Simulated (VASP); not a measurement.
ZnO2, 12 atoms in the cell. Symmetry: Pa-3, No. 205, cubic system. Conventional cell: a = 4.869 Å, b = 4.869 Å, c = 4.869 Å, α = 90.00°, β = 90.00°, γ = 90.00°. Within 2.8 Å of Zn (site symmetry -3) lie 6 O at 2.10 Å. Within 2.0 Å of O (site symmetry 3) lie 1 O at 1.48 Å. 

```yaml
Program: VASP 6.6.1
Task: single point
Functional: r2SCAN
Potentials_or_basis: VASP PAW PBE potentials, release 64 (Zn, O)
Cutoff: 520 eV
k_mesh: 4 × 4 × 4
Occupations: gaussian, width 0.1 eV
Spin: no spin polarisation
Dipole_correction: no
Further_INCAR_settings: ALGO = Normal; EDIFF = 1e-07; NBANDS = 60
```

Potentials or basis: VASP PAW PBE potentials, release 64 (Zn, O).

The run is started by

```sh
$ cat potpaw_PBE.64/Zn/POTCAR potpaw_PBE.64/O/POTCAR > POTCAR
$ cp INCAR.step1 INCAR
$ mpirun -np 1 vasp_std > vasp.out
$ cp INCAR.step2 INCAR
$ mpirun -np 1 vasp_std > vasp.out
```

Hardware: 1 thread of Intel Xeon 8259CL, with other jobs on the host.

Problem. How long does it take, and how much memory?

Solution. Wall time 7.1 min on 1 thread of Intel Xeon 8259CL, on a shared host, peak memory 0.25 GiB. Counts: k points 11.
